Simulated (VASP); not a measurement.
# MgO (zincblende type) (F-43m) in VASP: further runs

Runs on MgO (zincblende type). Level: LDA. Tasks: single point.

Program: VASP 6.6.1. These are calculated values, not measurements. Logs are shortened: lines on timing, memory, paths and dates and some standing lists are left out, and cuts for length are marked.

### 1 The cell of the first run

It takes space group F-43m (No. 216, cubic). Conventional cell: a = 4.049 Å, b = 4.049 Å, c = 4.049 Å, α = 90.00°, β = 90.00°, γ = 90.00°. Within 2.3 Å of Mg (site symmetry -43m) lie 4 O at 1.75 Å. O (site symmetry -43m) has 4 Mg at 1.75 Å within 2.3 Å.

### 2 Single point, LDA (volume scaled by 0.72)

Contents of INCAR:

```
SYSTEM = MgO
PREC     = Accurate       ! precision mode
ENCUT    = 600            ! plane-wave cutoff, eV
EDIFF    = 1E-6           ! SCF threshold, eV
ISMEAR   = -1             ! smearing method
SIGMA    = 0.05           ! smearing width, eV
LREAL    = .FALSE.        ! projectors in reciprocal space
LASPH    = .TRUE.         ! aspherical terms in the spheres
NELM     = 120            ! most SCF steps
ALGO     = Normal         ! electronic algorithm
ISIF     = 2              ! what is computed and relaxed
LWAVE    = .FALSE.        ! write WAVECAR
LCHARG   = .TRUE.         ! write CHGCAR
LELF     = .TRUE.         ! ELF
LVHAR    = .TRUE.       
NBANDS   = 11             ! bands
GGA_COMPAT= .FALSE.
```

Contents of KPOINTS:

```
Automatic mesh
0
G
  16 16 16
  0 0 0
```

Contents of POSCAR:

```
MgO
1.0
    0.0000000000      2.0247065573      2.0247065573
    2.0247065573      0.0000000000      2.0247065573
    2.0247065573      2.0247065573      0.0000000000
Mg O
1 1
Direct
    0.0000000000      0.0000000000      0.0000000000
    0.2500000000      0.2500000000      0.2500000000
```

Potentials or basis: VASP PAW LDA potentials, release 64 (Mg, O).

Run with:

```bash
$ cat potpaw_LDA.64/Mg/POTCAR potpaw_LDA.64/O/POTCAR > POTCAR
$ mpirun -np 1 vasp_std > vasp.out
```

OUTCAR:

```text
SYSTEM = MgO
   PREC = Accurate
   ENCUT = 600
   EDIFF = 1E-6
   ISMEAR = -1
   LREAL = .FALSE.
   LASPH = .TRUE.
   NELM = 120
   ISIF = 2

 ion  position               nearest neighbor table
   1  0.000  0.000  0.000-   2 1.75   2 1.75   2 1.75   2 1.75
   2  0.250  0.250  0.250-   1 1.75   1 1.75   1 1.75   1 1.75

  LATTYP: Found a face centered cubic cell.
 ALAT       =     4.0494131146

  Lattice vectors:

 A1 = (   0.0000000000,   2.0247065573,   2.0247065573)
 A2 = (   2.0247065573,   0.0000000000,   2.0247065573)
 A3 = (   2.0247065573,   2.0247065573,   0.0000000000)

Analysis of symmetry for initial positions (statically):
=====================================================================
 Subroutine PRICEL returns:
 Original cell was already a primitive cell.

 Routine SETGRP: Setting up the symmetry group for a
 face centered cubic supercell.

 Subroutine GETGRP returns: Found 24 space group operations
 (whereof 24 operations were pure point group operations)
 out of a pool of 48 trial point group operations.

The static configuration has the point symmetry T_d .

Analysis of symmetry for dynamics (positions and initial velocities):
=====================================================================
 Subroutine PRICEL returns:
 Original cell was already a primitive cell.

 Routine SETGRP: Setting up the symmetry group for a
 face centered cubic supercell.

 Subroutine GETGRP returns: Found 24 space group operations
 (whereof 24 operations were pure point group operations)
 out of a pool of 48 trial point group operations.

The dynamic configuration has the point symmetry T_d .

 Subroutine INISYM returns: Found 24 space group operations
 (whereof 24 operations are pure point group operations),
 and found     1 'primitive' translations

----------------------------------------------------------------------------------------

                                     Primitive cell

  volume of cell :      16.6003

  direct lattice vectors                    reciprocal lattice vectors
     0.000000000  2.024706557  2.024706557    -0.246949366  0.246949366  0.246949366
     2.024706557  0.000000000  2.024706557     0.246949366 -0.246949366  0.246949366
     2.024706557  2.024706557  0.000000000     0.246949366  0.246949366 -0.246949366

  length of vectors
     2.863367473  2.863367473  2.863367473     0.427728848  0.427728848  0.427728848

  position of ions in fractional coordinates (direct lattice)
     0.000000000  0.000000000  0.000000000
     0.250000000  0.250000000  0.250000000

  ion indices of the primitive-cell ions
   primitive index   ion index
                 1           1
                 2           2

----------------------------------------------------------------------------------------

 KPOINTS: Automatic mesh

Automatic generation of k-mesh.
 Grid dimensions read from file:
 generate k-points for:   16   16   16

 Generating k-lattice:

  Cartesian coordinates                     Fractional coordinates (reciprocal lattice)
    -0.015434335  0.015434335  0.015434335     0.062500000  0.000000000  0.000000000
     0.015434335 -0.015434335  0.015434335     0.000000000  0.062500000  0.000000000
     0.015434335  0.015434335 -0.015434335     0.000000000  0.000000000  0.062500000

  Length of vectors
     0.026733053  0.026733053  0.026733053

  Shift w.r.t. Gamma in fractional coordinates (k-lattice)
     0.000000000  0.000000000  0.000000000

 Subroutine IBZKPT returns following result:
 ===========================================

 Found    145 irreducible k-points:

 Following reciprocal coordinates:
            Coordinates               Weight
  0.000000  0.000000  0.000000      1.000000
  0.062500  0.000000  0.000000      8.000000
  0.125000  0.000000  0.000000      8.000000
  0.187500  0.000000  0.000000      8.000000
  0.250000  0.000000  0.000000      8.000000
  0.312500  0.000000  0.000000      8.000000
[... 16 lines left out ...]
 -0.125000  0.062500  0.000000     24.000000
 -0.062500  0.062500  0.000000     12.000000
 [... further k-points ...]
   k-points           NKPTS =    145   k-points in BZ     NKDIM =    145   number of bands    NBANDS=     11
   number of dos      NEDOS =    301   number of ions     NIONS =      2
   total plane-waves  NPLWV =  13824
   dimension x,y,z NGX =    24 NGY =   24 NGZ =   24
   dimension x,y,z NGXF=    48 NGYF=   48 NGZF=   48
   ions per type =               1   1
   NGX,Y,Z   is equivalent  to a cutoff of  13.93, 13.93, 13.93 a.u.
   NGXF,Y,Z  is equivalent  to a cutoff of  27.87, 27.87, 27.87 a.u.
 SYSTEM =  MgO
   PREC   = accura    normal or accurate (medium, high low for compatibility)
   ISTART =      0    job   : 0-new  1-cont  2-samecut
   ICHARG =      2    charge: 1-file 2-atom 10-const
   ISPIN  =      1    spin polarized calculation?
   LNONCOLLINEAR =      F non collinear calculations
   LSORBIT =      F    spin-orbit coupling
   LASPH  =      T    aspherical Exc in radial PAW
   ENCUT  =  600.0 eV  44.10 Ry    6.64 a.u.   5.72  5.72  5.72*2*pi/ulx,y,z
   NELM   =    120;   NELMIN=  2; NELMDL= -5     # of ELM steps
   EDIFF  = 0.1E-05   stopping-criterion for ELM
   LREAL  =      F    real-space projection
   EDIFFG = 0.1E-04   stopping-criterion for IOM
   NSW    =      0    number of steps for IOM
   IBRION =     -1    ionic relax: 0-MD 1-quasi-New 2-CG
   NFREE  =      0    steps in history (QN), initial steepest desc. (CG)
   ISIF   =      2    stress and relaxation
   ISYM   =      2    0-nonsym 1-usesym 2-fastsym
   POTIM  = 0.5000    time-step for ionic-motion
   TEBEG  =    0.0;   TEEND  =   0.0 temperature during run
   PSTRESS=    0.0 pullay stress
   NELECT =       8.0000    total number of electrons
   NUPDOWN=      -1.0000    fix difference up-down
   EMIN   =  10.00;   EMAX   =-10.00  energy-range for DOS
   EFERMI =   0.00;   METHOD = LEGACY
   ISMEAR =    -1;   SIGMA  =   0.05  broadening in eV -4-tet -1-fermi 0-gaus
   EFERMI_NEDOS =   21; number of points for ismear=-14 and -15
   IALGO  =     38    algorithm
   IMIX   =      4    mixing-type and parameters
     AMIX     =   0.40;   BMIX     =  1.00
     AMIX_MAG =   1.60;   BMIX_MAG =  1.00
  volume/ion in A,a.u.               =       8.30        56.01
  Fermi-wavevector in a.u.,A,eV,Ry     =   1.283510  2.425483 22.414225  1.647399
  Thomas-Fermi vector in A             =   2.415759
   LORBIT       =      0    0 simple, 1 ext, 2 COOP (PROOUT), +10 PAW based schemes
   GGA     = CA    functional components
   LHFCALC =     F    Hartree Fock is set to
   AEXX    =    0.0000 exact exchange contribution
   IVDW    =     0    specifies the selected vdW correction
   LEPSILON=     F    determine dielectric tensor
   LRPA    =     F    only Hartree local field effects (RPA)
 non-spin polarized calculation
  energy-cutoff  :      600.00
  volume of cell :       16.60
 maximum number of plane-waves:       568
   NGX = 11   NGY = 11   NGZ = 11

 number of electron       7.9999999 magnetization

 Free energy of the ion-electron system (eV)
  ---------------------------------------------------
  ext. energy  EPLUGINS =         0.00000000
  ---------------------------------------------------
  free energy    TOTEN  =       -11.78823911 eV

  energy without entropy =      -11.78823911  energy(sigma->0) =      -11.78823911

 E-fermi :   3.8575     XC(G=0): -11.9276

 val. band max:        2.7587239357   @ k =  -0.1250   0.1250   0.0000
 cond. band min:       8.7308263230   @ k =   0.0000   0.0000   0.0000
 fundamental gap:      5.9721023873
 Fermi energy:         3.8574520570

 k-point     1 :       0.0000    0.0000    0.0000
  band No.  band energies     occupation
      1     -14.1395      2.00000
      2       2.7408      2.00000
      3       2.7408      2.00000
      4       2.7408      2.00000
      5       8.7308      0.00000
      6      23.5024      0.00000
      7      23.5024      0.00000
      8      23.5024      0.00000
      9      26.3491      0.00000
     10      26.3491      0.00000
     11      27.3914      0.00000

 k-point     2 :       0.0625    0.0000    0.0000
  band No.  band energies     occupation
      1     -14.0922      2.00000
      2       2.5033      2.00000
      3       2.7347      2.00000
      4       2.7347      2.00000
      5       8.9810      0.00000
      6      23.0073      0.00000
      7      23.4434      0.00000
      8      23.4434      0.00000
      9      25.5699      0.00000
     10      25.5699      0.00000
     11      27.0850      0.00000

 k-point     3 :       0.1250    0.0000    0.0000
  band No.  band energies     occupation
      1     -13.9550      2.00000
      2       1.9034      2.00000
      3       2.7173      2.00000
      4       2.7173      2.00000
      5       9.6162      0.00000
      6      21.8495      0.00000
      7      23.0247      0.00000
      8      23.0247      0.00000
      9      25.1446      0.00000
     10      25.1446      0.00000
     11      26.7288      0.00000

 k-point     4 :       0.1875    0.0000    0.0000
  band No.  band energies     occupation
      1     -13.7424      2.00000
      2       1.1379      2.00000
      3       2.6911      2.00000
      4       2.6911      2.00000
      5      10.4341      0.00000
      6      20.4877      0.00000
      7      22.2326      0.00000
      8      22.2326      0.00000
      9      25.4797      0.00000
     10      25.4797      0.00000
     11      26.5500      0.00000

 k-point     5 :       0.2500    0.0000    0.0000
  band No.  band energies     occupation
      1     -13.4792      2.00000
      2       0.3522      2.00000
      3       2.6598      2.00000
      4       2.6598      2.00000
      5      11.2925      0.00000
      6      19.1389      0.00000
      7      21.4380      0.00000
      8      21.4380      0.00000
      9      26.2242      0.00000
     10      26.2242      0.00000
     11      26.5756      0.00000
[... 211 lines left out ...]
 k-point    21 :      -0.2500    0.0625    0.0000
  band No.  band energies     occupation
      1     -13.3542      2.00000
      2       0.1048      2.00000
      3       2.4830      2.00000
      4       2.7011      2.00000
      5      11.6609      0.00000
      6      18.5094      0.00000
      7      20.9982      0.00000
      8      21.2761      0.00000
      9      25.9315      0.00000
     10      27.0212      0.00000
     11      27.4264      0.00000

 k-point    22 :      -0.1875    0.0625    0.0000
  band No.  band energies     occupation
      1     -13.6230      2.00000
      2       0.8381      2.00000
      3       2.5328      2.00000
      4       2.7328      2.00000
      5      10.8377      0.00000
      6      19.7931      0.00000
      7      21.7076      0.00000
      8      21.9292      0.00000
      9      25.1219      0.00000
     10      26.5036      0.00000
     11      27.1173      0.00000

 k-point    23 :      -0.1250    0.0625    0.0000
  band No.  band energies     occupation
      1     -13.8526      2.00000
      2       1.5740      2.00000
      3       2.5937      2.00000
      4       2.7503      2.00000
      5      10.0299      0.00000
      6      21.1186      0.00000
      7      22.5518      0.00000
      8      22.6116      0.00000
      9      24.6064      0.00000
     10      25.9180      0.00000
     11      27.3939      0.00000

 k-point    24 :      -0.0625    0.0625    0.0000
  band No.  band energies     occupation
      1     -14.0149      2.00000
      2       2.1843      2.00000
      3       2.6649      2.00000
      4       2.7510      2.00000
      5       9.3528      0.00000
      6      22.3167      0.00000
      7      23.1754      0.00000
      8      23.2598      0.00000
      9      24.6495      0.00000
     10      25.7003      0.00000
     11      27.7805      0.00000

 [... further k-points ...]
[... 5 lines left out ...]
  --------------------------------------------------------------------------------------
  -------------------------------------------------------------------------------------
  Total        8.7971608      8.7971608      8.7971608     -0.0000000      0.0000000      0.0000000
  in kB      849.0570068    849.0570068    849.0570068     -0.0000000      0.0000000      0.0000000
  external PRESSURE =     849.0570068 kB  Pullay stress =       0.0000000 kB

 VOLUME and BASIS-vectors are now :
 -----------------------------------------------------------------------------
  energy-cutoff  :      600.00
  volume of cell :       16.60
      direct lattice vectors                 reciprocal lattice vectors
     0.000000000  2.024706557  2.024706557    -0.246949366  0.246949366  0.246949366
     2.024706557  0.000000000  2.024706557     0.246949366 -0.246949366  0.246949366
     2.024706557  2.024706557  0.000000000     0.246949366  0.246949366 -0.246949366

 POSITION                                       TOTAL-FORCE (eV/Angst)
 -----------------------------------------------------------------------------------
      0.00000      0.00000      0.00000        -0.000000     -0.000000     -0.000000
      1.01235      1.01235      1.01235         0.000000      0.000000      0.000000
 -----------------------------------------------------------------------------------
    total drift:                               -0.000000     -0.000000     -0.000000

  FREE ENERGIE OF THE ION-ELECTRON SYSTEM (eV)
  ---------------------------------------------------
  free  energy   TOTEN  =       -11.7882391079 eV

  energy  without entropy=      -11.7882391079  energy(sigma->0) =      -11.78823911
```

It took 18 s on 1 thread of Intel Xeon 6975P-C, shared host; peak memory 0.15 GiB.

Results:

```
Free energy            : -11.7882 eV
Pressure               : 84.9 GPa
Band gap on the k mesh : 5.97 eV, indirect (least direct gap 5.99 eV)
```

 A k mesh can miss the band edges.

### 3 Single point, LDA (volume scaled by 0.8)

Contents of INCAR:

```
PREC = Accurate
ENCUT = 600
EDIFF = 1E-6
ISMEAR = -1
SIGMA = 0.05
LREAL = F
LASPH = T
NELM = 120
ALGO = Normal
ISIF = 2
LWAVE = F
LCHARG = F
GGA = CA
NBANDS = 11
GGA_COMPAT = F
```

Contents of KPOINTS:

```
regular mesh
0
Gamma
  16 16 16
```

Contents of POSCAR:

```
MgO
1.0
    0.0000000000      2.0970780100      2.0970780100
    2.0970780100      0.0000000000      2.0970780100
    2.0970780100      2.0970780100      0.0000000000
Mg O
1 1
Direct
    0.0000000000      0.0000000000      0.0000000000
    0.2500000000      0.2500000000      0.2500000000
```

Potentials or basis: VASP PAW LDA potentials, release 64 (Mg, O).

Run with:

```bash
$ cat potpaw_LDA.64/Mg/POTCAR potpaw_LDA.64/O/POTCAR > POTCAR
$ mpirun -np 1 vasp_std > vasp.out
```

Run time: 10 s. Hardware: 1 thread of Intel Xeon 6975P-C, shared host; peak memory 0.16 GiB.

Results (log left out):

```yaml
Free_energy: -12.5296 eV
Pressure: 45.9 GPa
Band_gap_on_the_k_mesh: 5.18 eV, indirect (least direct gap 5.19 eV)
```

Levels at points of the mesh, in eV from the valence-band top:
| k point | band 2 | band 3 | band 4 | band 5 | band 6 | band 7 |
| --- | --- | --- | --- | --- | --- | --- |
| (0.00, 0.00, 0.00) | -0.01 | -0.01 | -0.01 | 5.18 | 19.44 | 19.44 |
| (0.50, 0.00, 0.00) | -3.84 | -0.18 | -0.18 | 10.48 | 11.61 | 16.32 |
| (0.50, 0.50, 0.00) | -3.20 | -0.84 | -0.84 | 6.62 | 12.75 | 17.87 |

 A k mesh can miss the band edges.

### 4 Single point, LDA (volume scaled by 0.8)

Contents of INCAR:

```
SYSTEM = MgO
PREC = Accurate
ENCUT = 600
EDIFF = 1E-6
ISMEAR = -1
SIGMA = 0.05
LREAL = .FALSE.
LASPH = .TRUE.
NELM = 120
ALGO = Normal
ISIF = 2
LWAVE = .FALSE.
LCHARG = .TRUE.
LELF = .TRUE.
LVHAR = .TRUE.
NBANDS = 11
GGA_COMPAT = .FALSE.
```

Contents of KPOINTS:

```
Automatic mesh
0
G
  16 16 16
  0 0 0
```

POSCAR is that of step 3.

Run with:

```bash
$ cat potpaw_LDA.64/Mg/POTCAR potpaw_LDA.64/O/POTCAR > POTCAR
$ mpirun -np 1 vasp_std > vasp.out
```

Wall time 17 s (1 thread of Intel Xeon 6975P-C, shared host); peak memory 0.16 GiB.

The run converged. Its results:

```yaml
Free_energy: -12.5296 eV
Pressure: 45.9 GPa
Band_gap_on_the_k_mesh: 5.18 eV, indirect (least direct gap 5.19 eV)
```

Levels at points of the mesh, in eV from the valence-band top:
| k point | band 1 | band 2 | band 3 | band 4 | band 5 | band 6 | band 7 | band 8 | band 9 |
| --- | --- | --- | --- | --- | --- | --- | --- | --- | --- |
| (0.00, 0.00, 0.00) | -16.47 | -0.01 | -0.01 | -0.01 | 5.18 | 19.44 | 19.44 | 19.44 | 22.52 |
| (0.50, 0.00, 0.00) | -15.29 | -3.84 | -0.18 | -0.18 | 10.48 | 11.61 | 16.32 | 16.32 | 23.15 |
| (0.50, 0.50, 0.00) | -14.94 | -3.20 | -0.84 | -0.84 | 6.62 | 12.75 | 17.87 | 19.62 | 19.62 |

 A k mesh can miss the band edges.
